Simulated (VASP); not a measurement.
Runs of VASP 6.6.1 on YP. The structure is that of space group Pm-3m (No. 221), or close to it. The cells are those of the table. 

| cell | k mesh | smearing | gap on the mesh (eV) | pressure (GPa) |
| --- | --- | --- | --- | --- |
| a = 3.405 Å, 2 atoms | 6 × 6 × 6 | gaussian 0.05 eV | none | 0.0 |
| a = 3.455 Å, 2 atoms | 6 × 6 × 6 | gaussian 0.05 eV | none | -4.1 |
| a = 3.405 Å, 2 atoms | 12 × 12 × 12 | fermi-dirac 0.15 eV | none | -0.3 |
| a = 3.345 Å, 2 atoms | 12 × 12 × 12 | fermi-dirac 0.15 eV | none | (b) |
| a = 3.416 Å, 2 atoms | 6 × 6 × 6 | gaussian 0.05 eV | none | (a) |

Alike in all rows: level LDA; potentials or basis VASP PAW LDA potentials, release 64 (Y_sv, P); no spin polarisation; cutoff (eV) 500.

Problem. Fill in the values left out.

Solution. (a) -1.0; (b) 5.5.

Caveats: the cell stands under tension (at least some runs); the cell stands under pressure (at least some runs).

A k mesh can miss the band edges, and the runs leave out spin-orbit coupling on Y.

A gap of «none» marks levels without a gap at the run's occupations.
